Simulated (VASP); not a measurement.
Input of a VASP 6.6.1 run:

Contents of INCAR:

```
SYSTEM = BeTe
PREC = Accurate ; ENCUT = 600
EDIFF = 1E-7 ; ISMEAR = -1
SIGMA = 0.01 ; LREAL = .FALSE.
LASPH = .TRUE. ; NELM = 120
ALGO = Normal ; ISIF = 3
LWAVE = .FALSE. ; LCHARG = .FALSE.
GGA = PE ; IVDW = 13
IBRION = 2 ; NSW = 60
EDIFFG = -0.01 ; GGA_COMPAT = .FALSE.
NELMIN = 4
```

File KPOINTS:

```
regular mesh
0
G
  4 4 4
  0 0 0
```

File POSCAR:

```
BeTe
1.0
    5.5927794498      0.0000000000      0.0000000000
    0.0000000000      5.5927794498      0.0000000000
    0.0000000000      0.0000000000      5.5927794498
Be Te
4 4
Direct
    0.0000000000      0.0000000000      0.0000000000
    0.0000000000      0.5000000000      0.5000000000
    0.5000000000      0.0000000000      0.5000000000
    0.5000000000      0.5000000000      0.0000000000
    0.2500000000      0.2500000000      0.2500000000
    0.2500000000      0.7500000000      0.7500000000
    0.7500000000      0.2500000000      0.7500000000
    0.7500000000      0.7500000000      0.2500000000
```

Potentials or basis: VASP PAW PBE potentials, release 64 (Be, Te).

The run is started by

```bash
$ cat potpaw_PBE.64/Be/POTCAR potpaw_PBE.64/Te/POTCAR > POTCAR
$ mpirun -np 1 vasp_std > vasp.out
```

Q: Estimate the dispersion energy per atom.

A: -0.326 eV.

Q: Estimate the band gap on the k mesh.

A: 1.93 eV.

Q: Estimate the relaxed cell.

A: a = 5.597 Å, b = 5.597 Å, c = 5.597 Å, α = 90.00°, β = 90.00°, γ = 90.00°.

Step by step:
```
step  energy change (eV)  largest force (eV/Å)  pressure (GPa)  volume (Å³)
   1              0.0000                0.0000            0.12       174.94
   2             -0.0001                0.0000           -0.03       175.37
```

Caveat: spin-orbit coupling is left out, which moves the levels of the heavy elements. A k mesh can miss the band edges.
